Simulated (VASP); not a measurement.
# Si26SbC27 (a cell with a defect) in VASP: single point with PBE

Aim: the single point of Si26SbC27 (a cell with a defect) with PBE.

All numbers are computed with VASP 6.6.1; they aren't measurements. Logs are shortened: lines on timing, memory, paths and dates and some standing lists are left out, and cuts for length are marked.

### Step 1. The cell of the first run

The cell holds a defect, 54 atoms: a = 9.245 Å, b = 9.245 Å, c = 9.245 Å, α = 60.00°, β = 60.00°, γ = 60.00°.

### Step 2. Single point, PBE

INCAR reads:

```
ALGO     = Normal         # electronic algorithm
EDIFF    = 1E-6           # SCF threshold, eV
ENCUT    = 520            # plane-wave cutoff, eV
GGA      = PE             # functional
ISIF     = 2              # what is computed and relaxed
ISMEAR   = -1             # smearing method
LASPH    = T              # aspherical terms in the spheres
LCHARG   = T              # write CHGCAR
LELF     = T              # ELF
LREAL    = Auto         
LVHAR    = T            
LWAVE    = F              # write WAVECAR
NBANDS   = 142            # bands
NELECT   = 218.0        
NELM     = 100            # most SCF steps
PREC     = Accurate       # precision mode
SIGMA    = 0.01           # smearing width, eV
```

KPOINTS reads:

```
k-points
0
Gamma
  3 3 3
```

POSCAR reads:

```
Si26SbC27
1.0
    0.0000000000      6.5370000000      6.5370000000
    6.5370000000      0.0000000000      6.5370000000
    6.5370000000      6.5370000000      0.0000000000
Sb Si C
1 26 27
Direct
    0.0000000000      0.0000000000      0.0000000000
   -0.0007604727     -0.0007604727      0.3387572235
   -0.0007604727     -0.0007604727      0.6627637218
   -0.0007604727      0.3387572235     -0.0007604727
    0.0006226549      0.3331257817      0.3331257817
   -0.0007604727      0.3387572235      0.6627637218
   -0.0007604727      0.6627637218     -0.0007604727
   -0.0007604727      0.6627637218      0.3387572235
    0.0002711658      0.6665762781      0.6665762781
    0.3387572235     -0.0007604727     -0.0007604727
    0.3331257817      0.0006226549      0.3331257817
    0.3387572235     -0.0007604727      0.6627637218
    0.3331257817      0.3331257817      0.0006226549
    0.3331257817      0.3331257817      0.3331257817
    0.3338104561      0.3338104561      0.6661895439
    0.3387572235      0.6627637218     -0.0007604727
    0.3338104561      0.6661895439      0.3338104561
    0.3338104561      0.6661895439      0.6661895439
    0.6627637218     -0.0007604727     -0.0007604727
    0.6627637218     -0.0007604727      0.3387572235
    0.6665762781      0.0002711658      0.6665762781
    0.6627637218      0.3387572235     -0.0007604727
    0.6661895439      0.3338104561      0.3338104561
    0.6661895439      0.3338104561      0.6661895439
    0.6665762781      0.6665762781      0.0002711658
    0.6661895439      0.6661895439      0.3338104561
    0.6665762781      0.6665762781      0.6665762781
    0.0908890808      0.0908890808      0.0908890808
    0.0836576434      0.0836576434      0.4163423566
    0.0908890808      0.0908890808      0.7273327576
    0.0836576434      0.4163423566      0.0836576434
    0.0836576434      0.4163423566      0.4163423566
    0.0836825387      0.4163393125      0.7499890744
    0.0908890808      0.7273327576      0.0908890808
    0.0836825387      0.7499890744      0.4163393125
    0.0836825387      0.7499890744      0.7499890744
    0.4163423566      0.0836576434      0.0836576434
    0.4163423566      0.0836576434      0.4163423566
    0.4163393125      0.0836825387      0.7499890744
    0.4163423566      0.4163423566      0.0836576434
    0.4165167065      0.4165167065      0.4165167065
    0.4165167065      0.4165167065      0.7504498805
    0.4163393125      0.7499890744      0.0836825387
    0.4165167065      0.7504498805      0.4165167065
    0.4163393125      0.7499890744      0.7499890744
    0.7273327576      0.0908890808      0.0908890808
    0.7499890744      0.0836825387      0.4163393125
    0.7499890744      0.0836825387      0.7499890744
    0.7499890744      0.4163393125      0.0836825387
    0.7504498805      0.4165167065      0.4165167065
    0.7499890744      0.4163393125      0.7499890744
    0.7499890744      0.7499890744      0.0836825387
    0.7499890744      0.7499890744      0.4163393125
    0.7500000000      0.7500000000      0.7500000000
```

Potentials or basis: VASP PAW PBE potentials, release 64 (Sb, Si, C).

Launch:

```
> cat potpaw_PBE.64/Sb/POTCAR potpaw_PBE.64/Si/POTCAR potpaw_PBE.64/C/POTCAR > POTCAR
> mpirun -np 1 vasp_std > vasp.out
```

OUTCAR:

```text
EDIFF = 1E-6
   ENCUT = 520
   GGA = PE
   ISIF = 2
   ISMEAR = -1
   LASPH = T
   LREAL = Auto
   NELECT = 218.0
   NELM = 100
   PREC = Accurate

 ion  position               nearest neighbor table
   1  0.000  0.000  0.000-  28 2.06  30 2.06  34 2.06  46 2.06   4 3.12  10 3.12   2 3.12   8 3.12
                             6 3.12  12 3.12  20 3.12  16 3.12  22 3.12   3 3.12   7 3.12  19 3.12
   2  0.999  0.999  0.339-  29 1.86  28 1.88  35 1.88  47 1.88   3 3.00   9 3.05  21 3.05  11 3.07
                             5 3.07  17 3.09  23 3.09   8 3.11  20 3.11   1 3.12  10 3.14   4 3.14
   3  0.999  0.999  0.663-  29 1.86  30 1.88  36 1.88  48 1.88   2 3.00   9 3.05  21 3.05  11 3.07
                             5 3.07  18 3.09  24 3.09   7 3.11  19 3.11   1 3.12   6 3.14  12 3.14
   4  0.999  0.339  0.999-  31 1.86  28 1.88  33 1.88  49 1.88   7 3.00   9 3.05  25 3.05  13 3.07
                             5 3.07  23 3.09  15 3.09   6 3.11  22 3.11   1 3.12  10 3.14   2 3.14
   5  0.001  0.333  0.333-  29 1.88  31 1.88  32 1.88  50 1.89   8 3.07   6 3.07   7 3.07   3 3.07
                             4 3.07   2 3.07  13 3.07  14 3.07  11 3.07  23 3.09  24 3.09  26 3.09
   6  0.999  0.339  0.663-  32 1.86  30 1.88  51 1.88  33 1.88   8 3.00  27 3.05   9 3.05   5 3.07
                            14 3.07  24 3.09  15 3.09   4 3.11  22 3.11   1 3.12  12 3.14   3 3.14
   7  0.999  0.663  0.999-  31 1.86  34 1.88  36 1.88  52 1.88   4 3.00   9 3.05  25 3.05  13 3.07
                             5 3.07  18 3.09  26 3.09   3 3.11  19 3.11   1 3.12   8 3.14  16 3.14
   8  0.999  0.663  0.339-  32 1.86  34 1.88  53 1.88  35 1.88   6 3.00  27 3.05   9 3.05   5 3.07
                            14 3.07  26 3.09  17 3.09   2 3.11  20 3.11   1 3.12   7 3.14  16 3.14
   9  0.000  0.667  0.667-  36 1.89  35 1.89  33 1.89  54 1.89   7 3.05   3 3.05   4 3.05   2 3.05
[... 62 lines left out ...]
  53  0.750  0.750  0.416-   8 1.88  20 1.88  26 1.89  27 1.89
  54  0.750  0.750  0.750-  27 1.89  21 1.89  25 1.89   9 1.89

  LATTYP: Found a face centered cubic cell.
 ALAT       =    13.0740000000

  Lattice vectors:

 A1 = (   0.0000000000,   6.5370000000,   6.5370000000)
 A2 = (   6.5370000000,   0.0000000000,   6.5370000000)
 A3 = (   6.5370000000,   6.5370000000,   0.0000000000)

Analysis of symmetry for initial positions (statically):
=====================================================================
 Subroutine PRICEL returns:
 Original cell was already a primitive cell.

 Routine SETGRP: Setting up the symmetry group for a
 face centered cubic supercell.

 Subroutine GETGRP returns: Found 24 space group operations
 (whereof 24 operations were pure point group operations)
 out of a pool of 48 trial point group operations.

The static configuration has the point symmetry T_d .

Analysis of symmetry for dynamics (positions and initial velocities):
=====================================================================
 Subroutine PRICEL returns:
 Original cell was already a primitive cell.

 Routine SETGRP: Setting up the symmetry group for a
 face centered cubic supercell.

 Subroutine GETGRP returns: Found 24 space group operations
 (whereof 24 operations were pure point group operations)
 out of a pool of 48 trial point group operations.

The dynamic configuration has the point symmetry T_d .

 Subroutine INISYM returns: Found 24 space group operations
 (whereof 24 operations are pure point group operations),
 and found     1 'primitive' translations

----------------------------------------------------------------------------------------

                                     Primitive cell

  volume of cell :     558.6830

  direct lattice vectors                    reciprocal lattice vectors
     0.000000000  6.537000000  6.537000000    -0.076487685  0.076487685  0.076487685
     6.537000000  0.000000000  6.537000000     0.076487685 -0.076487685  0.076487685
     6.537000000  6.537000000  0.000000000     0.076487685  0.076487685 -0.076487685

  length of vectors
     9.244714057  9.244714057  9.244714057     0.132480557  0.132480557  0.132480557

  position of ions in fractional coordinates (direct lattice)
     0.000000000  0.000000000  0.000000000
     0.999239527  0.999239527  0.338757223
     0.999239527  0.999239527  0.662763722
     0.999239527  0.338757223  0.999239527
     0.000622655  0.333125782  0.333125782
     0.999239527  0.338757223  0.662763722
[... 46 lines left out ...]
     0.749989074  0.749989074  0.416339312
     0.750000000  0.750000000  0.750000000

  ion indices of the primitive-cell ions
   primitive index   ion index
                 1           1
                 2           2
                 3           3
                 4           4
                 5           5
                 6           6
[... 46 lines left out ...]
                53          53
                54          54

----------------------------------------------------------------------------------------

 KPOINTS: k-points

Automatic generation of k-mesh.
 Grid dimensions read from file:
 generate k-points for:    3    3    3

 Generating k-lattice:

  Cartesian coordinates                     Fractional coordinates (reciprocal lattice)
    -0.025495895  0.025495895  0.025495895     0.333333333  0.000000000  0.000000000
     0.025495895 -0.025495895  0.025495895     0.000000000  0.333333333  0.000000000
     0.025495895  0.025495895 -0.025495895     0.000000000  0.000000000  0.333333333

  Length of vectors
     0.044160186  0.044160186  0.044160186

  Shift w.r.t. Gamma in fractional coordinates (k-lattice)
     0.000000000  0.000000000  0.000000000

 Subroutine IBZKPT returns following result:
 ===========================================

 Found      4 irreducible k-points:

 Following reciprocal coordinates:
            Coordinates               Weight
  0.000000  0.000000  0.000000      1.000000
  0.333333  0.000000  0.000000      8.000000
  0.333333  0.333333  0.000000      6.000000
 -0.333333  0.333333  0.000000     12.000000
   k-points           NKPTS =      4   k-points in BZ     NKDIM =      4   number of bands    NBANDS=    142
   number of dos      NEDOS =    301   number of ions     NIONS =     54
   total plane-waves  NPLWV = 343000
   dimension x,y,z NGX =    70 NGY =   70 NGZ =   70
   dimension x,y,z NGXF=   140 NGYF=  140 NGZF=  140
   ions per type =               1  26  27
   NGX,Y,Z   is equivalent  to a cutoff of  12.59, 12.59, 12.59 a.u.
   NGXF,Y,Z  is equivalent  to a cutoff of  25.18, 25.18, 25.18 a.u.
 SYSTEM =  unknown system
   PREC   = accura    normal or accurate (medium, high low for compatibility)
   ISTART =      0    job   : 0-new  1-cont  2-samecut
   ICHARG =      2    charge: 1-file 2-atom 10-const
   ISPIN  =      1    spin polarized calculation?
   LNONCOLLINEAR =      F non collinear calculations
   LSORBIT =      F    spin-orbit coupling
   LASPH  =      T    aspherical Exc in radial PAW
   ENCUT  =  520.0 eV  38.22 Ry    6.18 a.u.  17.19 17.19 17.19*2*pi/ulx,y,z
   NELM   =    100;   NELMIN=  2; NELMDL= -5     # of ELM steps
   EDIFF  = 0.1E-05   stopping-criterion for ELM
   LREAL  =      T    real-space projection
   EDIFFG = 0.1E-04   stopping-criterion for IOM
   NSW    =      0    number of steps for IOM
   IBRION =     -1    ionic relax: 0-MD 1-quasi-New 2-CG
   NFREE  =      0    steps in history (QN), initial steepest desc. (CG)
   ISIF   =      2    stress and relaxation
   ISYM   =      2    0-nonsym 1-usesym 2-fastsym
   POTIM  = 0.5000    time-step for ionic-motion
   TEBEG  =    0.0;   TEEND  =   0.0 temperature during run
   PSTRESS=    0.0 pullay stress
   NELECT =     218.0000    total number of electrons
   NUPDOWN=      -1.0000    fix difference up-down
   EMIN   =  10.00;   EMAX   =-10.00  energy-range for DOS
   EFERMI =   0.00;   METHOD = LEGACY
   ISMEAR =    -1;   SIGMA  =   0.01  broadening in eV -4-tet -1-fermi 0-gaus
   EFERMI_NEDOS =   21; number of points for ismear=-14 and -15
   IALGO  =     38    algorithm
   IMIX   =      4    mixing-type and parameters
     AMIX     =   0.40;   BMIX     =  1.00
     AMIX_MAG =   1.60;   BMIX_MAG =  1.00
  volume/ion in A,a.u.               =      10.35        69.82
  Fermi-wavevector in a.u.,A,eV,Ry     =   1.196296  2.260671 19.471613  1.431123
  Thomas-Fermi vector in A             =   2.332240
   LORBIT       =      0    0 simple, 1 ext, 2 COOP (PROOUT), +10 PAW based schemes
   GGA     = PE    functional components
[... 5 lines left out ...]
 non-spin polarized calculation
  energy-cutoff  :      520.00
  volume of cell :      558.68
 maximum number of plane-waves:     15070
 NGX is ok and might be reduce to    70
   NGX = 35   NGY = 35   NGZ = 35

 number of electron     218.0000000 magnetization

 Free energy of the ion-electron system (eV)
  ---------------------------------------------------
  ext. energy  EPLUGINS =         0.00000000
  ---------------------------------------------------
  free energy    TOTEN  =      -390.35922577 eV

  energy without entropy =     -390.35639947  energy(sigma->0) =     -390.35781262

 E-fermi :  10.7588     XC(G=0): -11.4521

 val. band max:       10.6775155256   @ k =   0.3333   0.0000   0.0000
 cond. band min:      10.7804245251   @ k =   0.0000   0.0000   0.0000
 fundamental gap:      0.1029089995
 Fermi energy:        10.7588356715

 k-point     1 :       0.0000    0.0000    0.0000
  band No.  band energies     occupation
      1      -7.2732      2.00000
      2      -5.5711      2.00000
      3      -5.1679      2.00000
      4      -5.1679      2.00000
      5      -5.1679      2.00000
      6      -5.0676      2.00000
[... 485 lines left out ...]
    120      13.2899      0.00000
    121      13.4512      0.00000
 [bands above 121 left out]

------------------------ aborting loop because EDIFF is reached ----------------------------------------

  FORCE on cell =-STRESS in cart. coord.  units (eV):
  Direction    XX          YY          ZZ          XY          YZ          ZX
  --------------------------------------------------------------------------------------
  -------------------------------------------------------------------------------------
  Total       35.1774793     35.1774793     35.1774793     -0.0000000      0.0000000      0.0000000
  in kB      100.8811090    100.8811090    100.8811090     -0.0000000      0.0000000      0.0000000
  external PRESSURE =     100.8811090 kB  Pullay stress =       0.0000000 kB

 VOLUME and BASIS-vectors are now :
 -----------------------------------------------------------------------------
  energy-cutoff  :      520.00
  volume of cell :      558.68
      direct lattice vectors                 reciprocal lattice vectors
     0.000000000  6.537000000  6.537000000    -0.076487685  0.076487685  0.076487685
     6.537000000  0.000000000  6.537000000     0.076487685 -0.076487685  0.076487685
     6.537000000  6.537000000  0.000000000     0.076487685  0.076487685 -0.076487685

 POSITION                                       TOTAL-FORCE (eV/Angst)
 -----------------------------------------------------------------------------------
      0.00000      0.00000      0.00000        -0.000000     -0.000000     -0.000000
      8.74648      8.74648     13.06406        -0.006134     -0.006134      0.007950
     10.86452     10.86452     13.06406         0.006134      0.006134      0.007950
      8.74648     13.06406      8.74648        -0.006134      0.007950     -0.006134
      4.35529      2.18171      2.18171         0.004153     -0.004153     -0.004153
      6.54694     10.86452      8.74648        -0.007950      0.006134     -0.006134
[... 46 lines left out ...]
      7.62429      7.62429      9.80536         0.000633      0.000633      0.002739
      9.80550      9.80550      9.80550        -0.000000     -0.000000     -0.000000
 -----------------------------------------------------------------------------------
    total drift:                                0.000000      0.000000      0.000000

  FREE ENERGIE OF THE ION-ELECTRON SYSTEM (eV)
  ---------------------------------------------------
  free  energy   TOTEN  =      -390.3592257666 eV

  energy  without entropy=     -390.3563994709  energy(sigma->0) =     -390.35781262
```

Run time: 24 min. Hardware: 1 thread of Intel Xeon 8259CL, shared host; peak memory 0.8 GiB.

Results:

```
Free energy   : -390.3592 eV
Largest force : 0.131 eV/Å
```

Forces in eV/Å, atoms in the order of the input:
```
Sb   0.000  0.000  0.000
Si  -0.006 -0.006  0.008
Si   0.006  0.006  0.008
Si  -0.006  0.008 -0.006
Si   0.004 -0.004 -0.004
Si  -0.008  0.006 -0.006
Si   0.006  0.008  0.006
Si  -0.008 -0.006  0.006
Si  -0.002  0.002  0.002
Si   0.008 -0.006 -0.006
Si  -0.004  0.004 -0.004
Si   0.006 -0.008 -0.006
Si  -0.004 -0.004  0.004
Si   0.004  0.004  0.004
Si   0.000  0.000  0.000
Si   0.006 -0.006 -0.008
Si   0.000  0.000  0.000
Si   0.000  0.000  0.000
Si   0.008  0.006  0.006
Si  -0.006 -0.008  0.006
Si   0.002 -0.002  0.002
Si  -0.006  0.006 -0.008
Si   0.000  0.000  0.000
Si   0.000  0.000  0.000
Si   0.002  0.002 -0.002
Si   0.000  0.000  0.000
Si  -0.002 -0.002 -0.002
C    0.075  0.075  0.075
C    0.000  0.000 -0.007
C   -0.075 -0.075  0.075
C    0.000 -0.007  0.000
C    0.007  0.000  0.000
C    0.001 -0.001 -0.003
C   -0.075  0.075 -0.075
C    0.001 -0.003 -0.001
C    0.003 -0.001 -0.001
C   -0.007  0.000  0.000
C    0.000  0.007  0.000
C   -0.001  0.001 -0.003
C    0.000  0.000  0.007
C   -0.001 -0.001 -0.001
C    0.001  0.001 -0.001
C   -0.001 -0.003  0.001
C    0.001 -0.001  0.001
C    0.003  0.001  0.001
C    0.075 -0.075 -0.075
C   -0.003  0.001 -0.001
C   -0.001  0.003 -0.001
C   -0.003 -0.001  0.001
C   -0.001  0.001  0.001
C    0.001  0.003  0.001
C   -0.001 -0.001  0.003
C    0.001  0.001  0.003
C    0.000  0.000  0.000
```

Caveat: the cell carries a net charge on a neutralising background, which shifts energy and pressure; the cell is charged against a uniform background, so pressure and absolute levels hang on convention; spin-orbit coupling is left out, which moves the levels of the heavy elements.
